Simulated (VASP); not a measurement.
Wanted: the native input for a VASP 6.6.1 run.

- Task: single point
- Functional: BLYP
- Potentials or basis: VASP PAW PBE potentials, release 64 (Mn_pv, S)
- Cutoff: 520 eV
- k mesh: 8 × 8 × 4
- Occupations: fermi-dirac, width 0.05 eV
- Spin: collinear spin, ferromagnetic start
- Starting moments: [4.0, 4.0, 0.0, 0.0] μB
- Dipole correction: no
- Further INCAR settings: ALGO = Normal; EDIFF = 1e-06; NBANDS = 31

The structure of MnS lies in POSCAR:

```
MnS
1.0
    3.9270420505      0.0000000000      0.0000000000
   -1.9635210253      3.4009181775      0.0000000000
    0.0000000000      0.0000000000      6.2999602696
Mn S
2 2
Direct
    0.6666666667      0.3333333333      0.4988446700
    0.3333333333      0.6666666667      0.9988446700
    0.3333333333      0.6666666667      0.6261543000
    0.6666666667      0.3333333333      0.1261543000
```

These files were run (other wordings do the same):

INCAR

```
SYSTEM = MnS
AGGAC = 1.0
AGGAX = 1.0
ALDAC = 0.0
ALDAX = 1.0
ALGO = Normal
EDIFF = 1E-6
ENCUT = 520
GGA = B5
ISIF = 2
ISMEAR = -1
ISPIN = 2
LASPH = .True.
LCHARG = .False.
LMAXMIX = 4
LORBIT = 11
LREAL = .False.
LWAVE = .False.
MAGMOM = 4 4 0 0
NBANDS = 31
NELM = 150
PREC = Accurate
SIGMA = 0.05
```

KPOINTS

```
k-points
0
Gamma
  8 8 4
  0 0 0
```

Potentials or basis: VASP PAW PBE potentials, release 64 (Mn_pv, S).

Launch:

```bash
$ cat potpaw_PBE.64/Mn_pv/POTCAR potpaw_PBE.64/S/POTCAR > POTCAR
$ mpirun -np 1 vasp_std > vasp.out
```

Results of the run:

| Property | Result |
| --- | --- |
| Pressure | 6.6 GPa |
| Largest force | 0.311 eV/Å |
| Net moment | 9.60 μB per cell |
| Site moments | Mn +4.21; S +0.12 μB |
| Valence electrons inside the program's atomic spheres | Mn 11.46; S 3.81 |

Caveat: the cell stands under pressure; the PAW data sets were made with another functional, which shifts forces and pressure a little; only a ferromagnetic start was run, and an antiferromagnetic order may lie lower in energy.

Wall time 3 min on 1 thread of Intel Xeon 8259CL (shared host), peak memory 0.29 GiB.
